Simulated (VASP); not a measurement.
# NaCuH3 (Pm-3m) in VASP: vibrations by perturbation theory with PBE

Aim: the vibrations by perturbation theory of NaCuH3 with PBE.

All numbers are computed with VASP 6.6.1; they aren't measurements. Logs are shortened: lines on timing, memory, paths and dates and some standing lists are left out, and cuts for length are marked.

**1. The cell of the first run**

It takes space group Pm-3m (No. 221, cubic). Conventional cell: a = 3.505 Å, b = 3.505 Å, c = 3.505 Å, α = 90.00°, β = 90.00°, γ = 90.00°. Within 3.3 Å of Na (site symmetry m-3m) lie 12 H at 2.48 Å and 8 Cu at 3.04 Å. Cu (site symmetry m-3m) has 6 H at 1.75 Å within 2.3 Å. Within 2.3 Å of H (site symmetry 4/mmm) lie 2 Cu at 1.75 Å.

**2. Vibrations by perturbation theory, PBE**

File INCAR:

```
SYSTEM = NaCuH3
PREC = Accurate ; ENCUT = 520
EDIFF = 1E-8 ; ISMEAR = -1
SIGMA = 0.15 ; LREAL = .False.
LASPH = .True. ; NELM = 80
ALGO = Normal ; ISIF = 2
LWAVE = .False. ; LCHARG = .False.
GGA = PE ; IBRION = 8
NSW = 1
```

File KPOINTS:

```
regular mesh
0
Gamma
  10 10 10
  0 0 0
```

File POSCAR:

```
NaCuH3
1.0
    3.5045567987      0.0000000000      0.0000000000
    0.0000000000      3.5045567987      0.0000000000
    0.0000000000      0.0000000000      3.5045567987
Na Cu H
1 1 3
Direct
    0.5000000000      0.5000000000      0.5000000000
    0.0000000000      0.0000000000      0.0000000000
    0.5000000000      0.0000000000      0.0000000000
    0.0000000000      0.5000000000      0.0000000000
    0.0000000000      0.0000000000      0.5000000000
```

Potentials or basis: VASP PAW PBE potentials, release 64 (Na_pv, Cu, H).

On the command line:

```sh
$ cat potpaw_PBE.64/Na_pv/POTCAR potpaw_PBE.64/Cu/POTCAR potpaw_PBE.64/H/POTCAR > POTCAR
$ mpirun -np 1 vasp_std > vasp.out
```

OUTCAR:

```text
SYSTEM = NaCuH3
   PREC = Accurate
   ENCUT = 520
   EDIFF = 1E-8
   ISMEAR = -1
   LREAL = .False.
   LASPH = .True.
   NELM = 80
   ISIF = 2
   GGA = PE
   IBRION = 8
   NSW = 1

 ion  position               nearest neighbor table
   1  0.500  0.500  0.500-
   2  0.000  0.000  0.000-   3 1.75   4 1.75   5 1.75   5 1.75   4 1.75   3 1.75
   3  0.500  0.000  0.000-   2 1.75   2 1.75
   4  0.000  0.500  0.000-   2 1.75   2 1.75
   5  0.000  0.000  0.500-   2 1.75   2 1.75

  LATTYP: Found a simple cubic cell.
 ALAT       =     3.5045567987

  Lattice vectors:

 A1 = (   3.5045567987,   0.0000000000,   0.0000000000)
 A2 = (   0.0000000000,   3.5045567987,   0.0000000000)
 A3 = (   0.0000000000,   0.0000000000,   3.5045567987)

Analysis of symmetry for initial positions (statically):
=====================================================================
 Subroutine PRICEL returns:
 Original cell was already a primitive cell.

 Routine SETGRP: Setting up the symmetry group for a
 simple cubic supercell.

 Subroutine GETGRP returns: Found 48 space group operations
 (whereof 48 operations were pure point group operations)
 out of a pool of 48 trial point group operations.

The static configuration has the point symmetry O_h .

Analysis of symmetry for dynamics (positions and initial velocities):
=====================================================================
 Subroutine PRICEL returns:
 Original cell was already a primitive cell.

 Routine SETGRP: Setting up the symmetry group for a
 simple cubic supercell.

 Subroutine GETGRP returns: Found 48 space group operations
 (whereof 48 operations were pure point group operations)
 out of a pool of 48 trial point group operations.

The dynamic configuration has the point symmetry O_h .

 Subroutine INISYM returns: Found 48 space group operations
 (whereof 48 operations are pure point group operations),
 and found     1 'primitive' translations

----------------------------------------------------------------------------------------

                                     Primitive cell

  volume of cell :      43.0427

  direct lattice vectors                    reciprocal lattice vectors
     3.504556799  0.000000000  0.000000000     0.285342786  0.000000000  0.000000000
     0.000000000  3.504556799  0.000000000     0.000000000  0.285342786  0.000000000
     0.000000000  0.000000000  3.504556799     0.000000000  0.000000000  0.285342786

  length of vectors
     3.504556799  3.504556799  3.504556799     0.285342786  0.285342786  0.285342786

  position of ions in fractional coordinates (direct lattice)
     0.500000000  0.500000000  0.500000000
[... 552 lines left out ...]

  FORCE on cell =-STRESS in cart. coord.  units (eV):
  Direction    XX          YY          ZZ          XY          YZ          ZX
  --------------------------------------------------------------------------------------
  -------------------------------------------------------------------------------------
  Total        0.0203316      0.0203316      0.0203316     -0.0000000     -0.0000000      0.0000000
  in kB        0.7568031      0.7568031      0.7568031     -0.0000000     -0.0000000      0.0000000
  external PRESSURE =       0.7568031 kB  Pullay stress =       0.0000000 kB

 VOLUME and BASIS-vectors are now :
 -----------------------------------------------------------------------------
  energy-cutoff  :      520.00
  volume of cell :       43.04
      direct lattice vectors                 reciprocal lattice vectors
     3.504556799  0.000000000  0.000000000     0.285342786  0.000000000  0.000000000
     0.000000000  3.504556799  0.000000000     0.000000000  0.285342786  0.000000000
     0.000000000  0.000000000  3.504556799     0.000000000  0.000000000  0.285342786

 POSITION                                       TOTAL-FORCE (eV/Angst)
 -----------------------------------------------------------------------------------
      1.75228      1.75228      1.75228         0.000000      0.000000      0.000000
      0.00000      0.00000      0.00000         0.000000      0.000000      0.000000
      1.75228      0.00000      0.00000         0.000000      0.000000      0.000000
      0.00000      1.75228      0.00000         0.000000      0.000000      0.000000
      0.00000      0.00000      1.75228         0.000000      0.000000      0.000000
 -----------------------------------------------------------------------------------
    total drift:                               -0.000000      0.000000      0.000000

  FREE ENERGIE OF THE ION-ELECTRON SYSTEM (eV)
  ---------------------------------------------------
  free  energy   TOTEN  =       -15.3365319057 eV

  energy  without entropy=      -15.2985398449  energy(sigma->0) =      -15.31753588

[... ionic steps 2 to 9 ...]

--------------------------------------- Ionic step       10  -------------------------------------------

------------------------ aborting loop because EDIFF is reached ----------------------------------------

--------------------------------------- Ionic step       11  -------------------------------------------

 Free energy of the ion-electron system (eV)
  ---------------------------------------------------
  ---------------------------------------------------
  free energy    TOTEN  =        -0.01649017 eV

  energy without entropy =       -0.01649017

------------------------ aborting loop because EDIFF is reached ----------------------------------------

 INTERNAL STRAIN TENSOR  FOR ION    3  DIRECTION 2   (eV/Angst):
 -----------------------------------------------------------------------------
    -0.00902  0.00000  0.00000
     0.00000  0.02225  0.00000
     0.00000  0.00000  0.00636

 INTERNAL STRAIN TENSOR FOR ION    5 for displacements in x,y,z  (eV/Angst):
          X           Y           Z          XY          YZ          ZX
  --------------------------------------------------------------------------------
  x     0.00000     0.00000     0.00000     0.00000     0.00000     0.00000
  y     0.00000     0.00000     0.00000     0.00000     0.00000     0.00000
  z     0.00000     0.00000     0.00000     0.00000     0.00000     0.00000

 SECOND DERIVATIVES (NOT SYMMETRIZED)
 ------------------------------------
               1X          1Y          1Z          2X          2Y          2Z          3X          3Y          3Z          4X          4Y          4Z          5X          5Y          5Z
  1X    -2.253471   -0.000000   -0.000000    1.020706    0.000000    0.000000    0.230611    0.000000    0.000000    0.501077   -0.000000    0.000000    0.501077    0.000000   -0.000000
  1Y    -0.000000   -2.253471   -0.000000    0.000000    1.020706   -0.000000   -0.000000    0.501077    0.000000    0.000000    0.230611    0.000000    0.000000    0.501077   -0.000000
  1Z    -0.000000   -0.000000   -2.253471   -0.000000   -0.000000    1.020706   -0.000000    0.000000    0.501077    0.000000   -0.000000    0.501077    0.000000    0.000000    0.230611
  2X     1.052374   -0.000000    0.000000   -7.089174   -0.000000   -0.000000    3.787558    0.000000    0.000000    1.124621   -0.000000    0.000000    1.124621    0.000000    0.000000
  2Y    -0.000000    1.052374    0.000000   -0.000000   -7.089174   -0.000000   -0.000000    1.124621    0.000000    0.000000    3.787558    0.000000   -0.000000    1.124621    0.000000
  2Z    -0.000000   -0.000000    1.052374    0.000000    0.000000   -7.089174    0.000000   -0.000000    1.124621    0.000000   -0.000000    1.124621    0.000000   -0.000000    3.787558
  3X     0.245526    0.000000   -0.000000    3.771786    0.000000    0.000000   -5.583752    0.000000   -0.000000    0.783220    0.000000   -0.000000    0.783220    0.000000    0.000000
  3Y     0.000000    0.516417    0.000000    0.000000    1.106599    0.000000    0.000000   -2.146708    0.000000    0.000000    0.783354    0.000000    0.000000   -0.259661    0.000000
  3Z     0.000000    0.000000    0.516417    0.000000    0.000000    1.106599    0.000000    0.000000   -2.146708    0.000000    0.000000   -0.259661    0.000000    0.000000    0.783354
  4X     0.516417    0.000000    0.000000    1.106599    0.000000    0.000000    0.783354    0.000000    0.000000   -2.146708    0.000000    0.000000   -0.259661    0.000000    0.000000
  4Y     0.000000    0.245526   -0.000000    0.000000    3.771786    0.000000   -0.000000    0.783220   -0.000000    0.000000   -5.583752   -0.000000   -0.000000    0.783220    0.000000
  4Z     0.000000    0.000000    0.516417    0.000000    0.000000    1.106599    0.000000    0.000000   -0.259661    0.000000    0.000000   -2.146708    0.000000    0.000000    0.783354
  5X     0.516417    0.000000    0.000000    1.106599    0.000000    0.000000    0.783354    0.000000    0.000000   -0.259661    0.000000    0.000000   -2.146708    0.000000    0.000000
  5Y     0.000000    0.516417    0.000000    0.000000    1.106599    0.000000    0.000000   -0.259661    0.000000    0.000000    0.783354    0.000000    0.000000   -2.146708    0.000000
  5Z     0.000000   -0.000000    0.245526    0.000000   -0.000000    3.771786   -0.000000   -0.000000    0.783220    0.000000    0.000000    0.783220    0.000000    0.000000   -5.583752

 Eigenvectors and eigenvalues of the dynamical matrix
 ----------------------------------------------------

   1 f  =   38.160504 THz   239.769517 2PiTHz 1272.897394 cm-1   157.819092 meV
             X         Y         Z           dx          dy          dz
      1.752278  1.752278  1.752278     0.000249    0.000003    0.000000
      0.000000  0.000000  0.000000     0.067381    0.000933    0.000000
      1.752278  0.000000  0.000000    -0.953455    0.002875   -0.000000
      0.000000  1.752278  0.000000     0.207594   -0.013203    0.000000
      0.000000  0.000000  1.752278     0.207594    0.002875    0.000000
[... 105 lines left out ...]
  15 f/i=    0.046046 THz     0.289317 2PiTHz    1.535937 cm-1     0.190432 meV
             X         Y         Z           dx          dy          dz
      1.752278  1.752278  1.752278    -0.122255   -0.495957    0.057692
      0.000000  0.000000  0.000000    -0.199306   -0.808535    0.094052
      1.752278  0.000000  0.000000    -0.025064   -0.101988    0.011864
      0.000000  1.752278  0.000000    -0.025140   -0.101680    0.011864
      0.000000  0.000000  1.752278    -0.025140   -0.101988    0.011828

--------------------------------------------------------------------------------------------------------

 ELASTIC MODULI CONTR FROM IONIC RELAXATION (kBar)
 Direction    XX          YY          ZZ          XY          YZ          ZX
 --------------------------------------------------------------------------------
 XX           0.0000      0.0000      0.0000      0.0000      0.0000      0.0000
 YY           0.0000      0.0000      0.0000      0.0000      0.0000      0.0000
 ZZ           0.0000      0.0000      0.0000      0.0000      0.0000      0.0000
 XY           0.0000      0.0000      0.0000      0.0000      0.0000      0.0000
 YZ           0.0000      0.0000      0.0000      0.0000      0.0000      0.0000
 ZX           0.0000      0.0000      0.0000      0.0000      0.0000      0.0000
 --------------------------------------------------------------------------------
```

Wall time 6.2 min (1 thread of Intel Xeon 6975P-C, shared host); peak memory 0.46 GiB.

Results:

```yaml
Highest_phonon_frequency_at_Γ_LO-TO_splitting_left_out: 1273 cm⁻¹
```

Phonon frequencies in cm⁻¹ (negative: imaginary):
| q point | frequencies |
| --- | --- |
| (0.000, 0.000, 0.000) | -2 -2 -2 179 179 179 716 716 716 760 760 760 1273 1273 1273 |
